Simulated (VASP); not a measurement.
# Nb (Im-3m) in VASP: single point with PBE

Aim: the single point of Nb with PBE.

Everything below comes from runs of VASP 6.6.1. Logs are shortened: lines on timing, memory, paths and dates and some standing lists are left out, and cuts for length are marked.

### Step 1. The cell of the first run

Symmetry: Im-3m, No. 229, cubic system. Conventional cell: a = 3.374 Å, b = 3.374 Å, c = 3.374 Å, α = 90.00°, β = 90.00°, γ = 90.00°. Within 3.8 Å of Nb (site symmetry m-3m) lie 14 Nb at 2.92 to 3.37 Å.

### Step 2. Single point, PBE

Contents of INCAR:

```
PREC = Accurate ; ENCUT = 500
EDIFF = 1E-6 ; ISMEAR = -1
SIGMA = 0.1 ; LREAL = F
LASPH = T ; NELM = 120
ALGO = Normal ; ISIF = 2
LWAVE = F ; LCHARG = T
GGA = PE ; LELF = T
LVHAR = T ; NBANDS = 12
GGA_COMPAT = F
```

Contents of KPOINTS:

```
Automatic mesh
0
Gamma
  14 14 14
```

Contents of POSCAR:

```
Nb
1.0
   -1.6868360000      1.6868360000      1.6868360000
    1.6868360000     -1.6868360000      1.6868360000
    1.6868360000      1.6868360000     -1.6868360000
Nb
1
Direct
    0.0000000000      0.0000000000      0.0000000000
```

Potentials or basis: VASP PAW PBE potentials, release 64 (Nb_sv).

The run is started by

```console
> cat potpaw_PBE.64/Nb_sv/POTCAR > POTCAR
> mpirun -np 1 vasp_std > vasp.out
```

OUTCAR:

```text
PREC = Accurate
   ENCUT = 500
   EDIFF = 1E-6
   ISMEAR = -1
   LREAL = F
   LASPH = T
   NELM = 120
   ISIF = 2
   GGA = PE

 ion  position               nearest neighbor table
   1  0.000  0.000  0.000-

  LATTYP: Found a body centered cubic cell.
 ALAT       =     3.3736720000

  Lattice vectors:

 A1 = (  -1.6868360000,   1.6868360000,   1.6868360000)
 A2 = (   1.6868360000,  -1.6868360000,   1.6868360000)
 A3 = (   1.6868360000,   1.6868360000,  -1.6868360000)

Analysis of symmetry for initial positions (statically):
=====================================================================
 Subroutine PRICEL returns:
 Original cell was already a primitive cell.

 Routine SETGRP: Setting up the symmetry group for a
 body centered cubic supercell.

 Subroutine GETGRP returns: Found 48 space group operations
 (whereof 48 operations were pure point group operations)
 out of a pool of 48 trial point group operations.

The static configuration has the point symmetry O_h .

Analysis of symmetry for dynamics (positions and initial velocities):
=====================================================================
 Subroutine PRICEL returns:
 Original cell was already a primitive cell.

 Routine SETGRP: Setting up the symmetry group for a
 body centered cubic supercell.

 Subroutine GETGRP returns: Found 48 space group operations
 (whereof 48 operations were pure point group operations)
 out of a pool of 48 trial point group operations.

The dynamic configuration has the point symmetry O_h .

 Subroutine INISYM returns: Found 48 space group operations
 (whereof 48 operations are pure point group operations),
 and found     1 'primitive' translations

----------------------------------------------------------------------------------------

                                     Primitive cell

  volume of cell :      19.1990

  direct lattice vectors                    reciprocal lattice vectors
    -1.686836000  1.686836000  1.686836000     0.000000000  0.296412929  0.296412929
     1.686836000 -1.686836000  1.686836000     0.296412929  0.000000000  0.296412929
     1.686836000  1.686836000 -1.686836000     0.296412929  0.296412929  0.000000000

  length of vectors
     2.921685656  2.921685656  2.921685656     0.419191185  0.419191185  0.419191185

  position of ions in fractional coordinates (direct lattice)
     0.000000000  0.000000000  0.000000000

  ion indices of the primitive-cell ions
   primitive index   ion index
                 1           1

----------------------------------------------------------------------------------------

 KPOINTS: Automatic mesh

Automatic generation of k-mesh.
 Grid dimensions read from file:
 generate k-points for:   14   14   14

 Generating k-lattice:

  Cartesian coordinates                     Fractional coordinates (reciprocal lattice)
     0.000000000  0.021172352  0.021172352     0.071428571  0.000000000  0.000000000
     0.021172352  0.000000000  0.021172352     0.000000000  0.071428571  0.000000000
     0.021172352  0.021172352  0.000000000     0.000000000  0.000000000  0.071428571

  Length of vectors
     0.029942227  0.029942227  0.029942227

  Shift w.r.t. Gamma in fractional coordinates (k-lattice)
     0.000000000  0.000000000  0.000000000

 Subroutine IBZKPT returns following result:
 ===========================================

 Found    104 irreducible k-points:

 Following reciprocal coordinates:
            Coordinates               Weight
  0.000000  0.000000  0.000000      1.000000
  0.071429  0.000000  0.000000     12.000000
  0.142857  0.000000  0.000000     12.000000
  0.214286  0.000000  0.000000     12.000000
  0.285714  0.000000  0.000000     12.000000
  0.357143  0.000000  0.000000     12.000000
[... 16 lines left out ...]
  0.285714  0.285714  0.000000     24.000000
  0.357143  0.285714  0.000000     24.000000
 [... further k-points ...]
   k-points           NKPTS =    104   k-points in BZ     NKDIM =    104   number of bands    NBANDS=     12
   number of dos      NEDOS =    301   number of ions     NIONS =      1
   total plane-waves  NPLWV =  13824
   dimension x,y,z NGX =    24 NGY =   24 NGZ =   24
   dimension x,y,z NGXF=    48 NGYF=   48 NGZF=   48
   ions per type =               1
   NGX,Y,Z   is equivalent  to a cutoff of  13.66, 13.66, 13.66 a.u.
   NGXF,Y,Z  is equivalent  to a cutoff of  27.31, 27.31, 27.31 a.u.
 SYSTEM =  unknown system
   PREC   = accura    normal or accurate (medium, high low for compatibility)
   ISTART =      0    job   : 0-new  1-cont  2-samecut
   ICHARG =      2    charge: 1-file 2-atom 10-const
   ISPIN  =      1    spin polarized calculation?
   LNONCOLLINEAR =      F non collinear calculations
   LSORBIT =      F    spin-orbit coupling
   LASPH  =      T    aspherical Exc in radial PAW
   ENCUT  =  500.0 eV  36.75 Ry    6.06 a.u.   5.33  5.33  5.33*2*pi/ulx,y,z
   NELM   =    120;   NELMIN=  2; NELMDL= -5     # of ELM steps
   EDIFF  = 0.1E-05   stopping-criterion for ELM
   LREAL  =      F    real-space projection
   EDIFFG = 0.1E-04   stopping-criterion for IOM
   NSW    =      0    number of steps for IOM
   IBRION =     -1    ionic relax: 0-MD 1-quasi-New 2-CG
   NFREE  =      0    steps in history (QN), initial steepest desc. (CG)
   ISIF   =      2    stress and relaxation
   ISYM   =      2    0-nonsym 1-usesym 2-fastsym
   POTIM  = 0.5000    time-step for ionic-motion
   TEBEG  =    0.0;   TEEND  =   0.0 temperature during run
   PSTRESS=    0.0 pullay stress
   NELECT =      13.0000    total number of electrons
   NUPDOWN=      -1.0000    fix difference up-down
   EMIN   =  10.00;   EMAX   =-10.00  energy-range for DOS
   EFERMI =   0.00;   METHOD = LEGACY
   ISMEAR =    -1;   SIGMA  =   0.10  broadening in eV -4-tet -1-fermi 0-gaus
   EFERMI_NEDOS =   21; number of points for ismear=-14 and -15
   IALGO  =     38    algorithm
   IMIX   =      4    mixing-type and parameters
     AMIX     =   0.40;   BMIX     =  1.00
     AMIX_MAG =   1.60;   BMIX_MAG =  1.00
  volume/ion in A,a.u.               =      19.20       129.56
  Fermi-wavevector in a.u.,A,eV,Ry     =   1.437573  2.716618 28.118000  2.066615
  Thomas-Fermi vector in A             =   2.556635
   LORBIT       =      0    0 simple, 1 ext, 2 COOP (PROOUT), +10 PAW based schemes
   GGA     = PE    functional components
   LHFCALC =     F    Hartree Fock is set to
   AEXX    =    0.0000 exact exchange contribution
   IVDW    =     0    specifies the selected vdW correction
   LEPSILON=     F    determine dielectric tensor
   LRPA    =     F    only Hartree local field effects (RPA)
 non-spin polarized calculation
  energy-cutoff  :      500.00
  volume of cell :       19.20
 maximum number of plane-waves:       498
 NGX is ok and might be reduce to    24
   NGX = 11   NGY = 11   NGZ = 11

 number of electron      13.0000000 magnetization

 Free energy of the ion-electron system (eV)
  ---------------------------------------------------
  ext. energy  EPLUGINS =         0.00000000
  ---------------------------------------------------
  free energy    TOTEN  =       -10.21017980 eV

  energy without entropy =      -10.15730778  energy(sigma->0) =      -10.18374379

 E-fermi :  10.3266     XC(G=0): -12.1746

 val. band max:       10.3122431834   @ k =   0.2857   0.0714   0.0714
 cond. band min:      10.3274721595   @ k =  -0.1429   0.2143   0.0714
 fundamental gap:      0.0152289761
 Fermi energy:        10.3265853727

 k-point     1 :       0.0000    0.0000    0.0000
  band No.  band energies     occupation
      1     -44.1526      2.00000
      2     -19.5728      2.00000
      3     -19.5728      2.00000
      4     -19.5728      2.00000
      5       4.4952      2.00000
      6      10.6886      0.05214
      7      10.6886      0.05214
      8      10.6886      0.05214
      9      13.3916      0.00000
     10      13.3916      0.00000
     11      24.3479      0.00000
     12      24.3479      0.00000

 k-point     2 :       0.0714    0.0000    0.0000
  band No.  band energies     occupation
      1     -44.1434      2.00000
      2     -19.6315      2.00000
      3     -19.5909      2.00000
      4     -19.5733      2.00000
      5       4.6903      2.00000
      6      10.5714      0.15911
      7      10.6596      0.06911
      8      10.8734      0.00840
      9      13.2192      0.00000
     10      13.3931      0.00000
     11      24.4992      0.00000
     12      24.6853      0.00000

 k-point     3 :       0.1429    0.0000    0.0000
  band No.  band energies     occupation
      1     -44.1176      2.00000
      2     -19.7934      2.00000
      3     -19.6413      2.00000
      4     -19.5744      2.00000
      5       5.2371      2.00000
      6      10.2624      1.31023
      7      10.5249      0.24196
      8      11.4171      0.00004
      9      12.9232      0.00000
     10      13.4120      0.00000
     11      24.7880      0.00000
     12      25.6448      0.00000
[... 286 lines left out ...]
 k-point    23 :       0.2857    0.2857    0.0000
  band No.  band energies     occupation
      1     -43.9471      2.00000
      2     -20.4642      2.00000
      3     -20.1693      2.00000
      4     -19.7048      2.00000
      5       8.1923      2.00000
      6       9.1010      1.99999
      7       9.9182      1.96688
      8      13.3627      0.00000
      9      14.0613      0.00000
     10      18.6229      0.00000
     11      20.4489      0.00000
     12      22.3497      0.00000

 k-point    24 :       0.3571    0.2857    0.0000
  band No.  band energies     occupation
      1     -43.9412      2.00000
      2     -20.4220      2.00000
      3     -20.2519      2.00000
      4     -19.7106      2.00000
      5       8.2511      2.00000
      6       9.2326      1.99996
      7       9.7951      1.99021
      8      13.5689      0.00000
      9      14.0012      0.00000
     10      19.7076      0.00000
     11      19.8511      0.00000
     12      21.4763      0.00000

 [... further k-points ...]
[... 5 lines left out ...]
  --------------------------------------------------------------------------------------
  -------------------------------------------------------------------------------------
  Total       -1.0315332     -1.0315332     -1.0315332      0.0000000     -0.0000000     -0.0000000
  in kB      -86.0825716    -86.0825716    -86.0825716      0.0000000     -0.0000000     -0.0000000
  external PRESSURE =     -86.0825716 kB  Pullay stress =       0.0000000 kB

 VOLUME and BASIS-vectors are now :
 -----------------------------------------------------------------------------
  energy-cutoff  :      500.00
  volume of cell :       19.20
      direct lattice vectors                 reciprocal lattice vectors
    -1.686836000  1.686836000  1.686836000     0.000000000  0.296412929  0.296412929
     1.686836000 -1.686836000  1.686836000     0.296412929  0.000000000  0.296412929
     1.686836000  1.686836000 -1.686836000     0.296412929  0.296412929  0.000000000

 POSITION                                       TOTAL-FORCE (eV/Angst)
 -----------------------------------------------------------------------------------
      0.00000      0.00000      0.00000         0.000000      0.000000      0.000000
 -----------------------------------------------------------------------------------
    total drift:                               -0.000000      0.000000      0.000000

  FREE ENERGIE OF THE ION-ELECTRON SYSTEM (eV)
  ---------------------------------------------------
  free  energy   TOTEN  =       -10.2101797981 eV

  energy  without entropy=      -10.1573077773  energy(sigma->0) =      -10.18374379
```

Run time: 32 s. Hardware: 1 thread of AMD EPYC 7R43 (Zen 3), shared host; peak memory 0.11 GiB.

What came out:

```yaml
Free_energy: -10.2102 eV
Pressure: -8.6 GPa
```

Levels at points of the mesh, in eV from the Fermi level:
| k point | band 2 | band 3 | band 4 | band 5 | band 6 | band 7 | band 8 | band 9 | band 10 | band 11 |
| --- | --- | --- | --- | --- | --- | --- | --- | --- | --- | --- |
| (0.00, 0.00, 0.00) | -29.90 | -29.90 | -29.90 | -5.83 | 0.36 | 0.36 | 0.36 | 3.07 | 3.07 | 14.02 |
| (0.50, 0.00, 0.00) | -31.01 | -30.25 | -29.91 | -3.48 | -1.50 | 1.98 | 3.06 | 3.69 | 5.85 | 11.06 |
| (0.50, 0.50, 0.50) | -30.66 | -30.66 | -30.66 | -3.38 | -3.38 | 5.16 | 5.16 | 5.16 | 8.53 | 8.53 |
